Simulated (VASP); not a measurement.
**Si16Ge (a cell with a defect): single point with PBE**

Si16Ge (a cell with a defect):

```
Si Ge
1.0
     0.00000    5.43000    5.43000
     5.43000    0.00000    5.43000
     5.43000    5.43000    0.00000
Si Ge
16 1
Direct
  0.00974 0.01275 0.96494
  0.11394 0.15903 0.11357
  0.00973 0.01284 0.51278
  0.19477 0.10193 0.60180
  0.93198 0.52285 0.02272
  0.11388 0.61378 0.11372
  0.00974 0.46508 0.51265
  0.11392 0.61368 0.65890
  0.48574 0.01830 0.99821
  0.63766 0.12816 0.10676
  0.57489 0.97534 0.47511
  0.63767 0.12813 0.62790
  0.48569 0.49850 0.99827
  0.55275 0.64943 0.14918
  0.48573 0.49845 0.51805
  0.63766 0.60698 0.62793
  0.05760 0.81441 0.31421
```

* Program: VASP 6.6.1
* Task: single point
* Functional: PBE
* Potentials or basis: VASP PAW PBE potentials, release 64 (Si, Ge_d)
* Cutoff: 520 eV
* k mesh: 2 × 2 × 2
* Occupations: gaussian, width 0.05 eV
* Spin: no spin polarisation
* Dipole correction: no
* Further INCAR settings: LREAL = Auto; ALGO = Normal; EDIFF = 1e-07; NBANDS = 53

```json
{"Pressure": "5.4 GPa", "Largest force": "0.014 eV/Å", "Band gap on the k mesh": "0.15 eV"}
```

Forces on the atoms (eV/Å):
```
Si   0.006  0.003 -0.001
Si  -0.001  0.004 -0.004
Si  -0.003 -0.002  0.000
Si   0.007 -0.008 -0.008
Si  -0.005  0.005  0.005
Si   0.003  0.003  0.005
Si   0.005 -0.002  0.002
Si  -0.001 -0.003  0.005
Si   0.000  0.001  0.002
Si   0.000 -0.005  0.001
Si  -0.007  0.004  0.002
Si   0.004  0.000  0.001
Si  -0.004  0.000  0.001
Si   0.004 -0.007 -0.008
Si   0.000  0.003  0.001
Si   0.000  0.001 -0.006
Ge  -0.006  0.004  0.003
```

Stress tensor (GPa, compression positive):
```
 5.44  0.64  0.65
 0.64  5.44 -0.65
 0.65 -0.65  5.44
```

Levels at points of the mesh, in eV from the valence-band top:
```
           k point  band 35  band 36  band 37  band 38  band 39  band 40  band 41  band 42  band 43  band 44
(0.00, 0.00, 0.00)    -1.19    -0.94    -0.36    -0.33    -0.33     0.15     0.15     0.50     0.50     0.99
(0.50, 0.00, 0.00)    -1.07    -1.07    -1.00    -1.00     0.00     0.65     0.65     1.39     1.49     1.49
(0.00, 0.50, 0.00)    -1.23    -1.22    -1.14    -0.55    -0.22     0.46     0.95     1.10     1.31     1.52
(0.00, 0.00, 0.50)    -1.23    -1.22    -1.14    -0.55    -0.22     0.46     0.95     1.10     1.31     1.52
(0.50, 0.50, 0.50)    -1.23    -1.22    -1.14    -0.55    -0.22     0.46     0.95     1.10     1.31     1.52
(0.50, 0.50, 0.00)    -1.69    -1.59    -1.48    -0.36    -0.03     0.66     1.63     1.65     1.99     2.11
(0.00, 0.50, 0.50)    -1.69    -1.59    -1.48    -0.36    -0.03     0.66     1.63     1.65     1.99     2.11
(0.50, 0.00, 0.50)    -1.69    -1.59    -1.48    -0.36    -0.03     0.66     1.63     1.65     1.99     2.11
```

Wall time 3.3 min on 1 thread of Intel(R) Xeon(R) 6975P-C (Granite Rapids) (shared host), peak memory 0.49 GiB.

Caveat: the k points lie up to 0.50 Å⁻¹ apart.
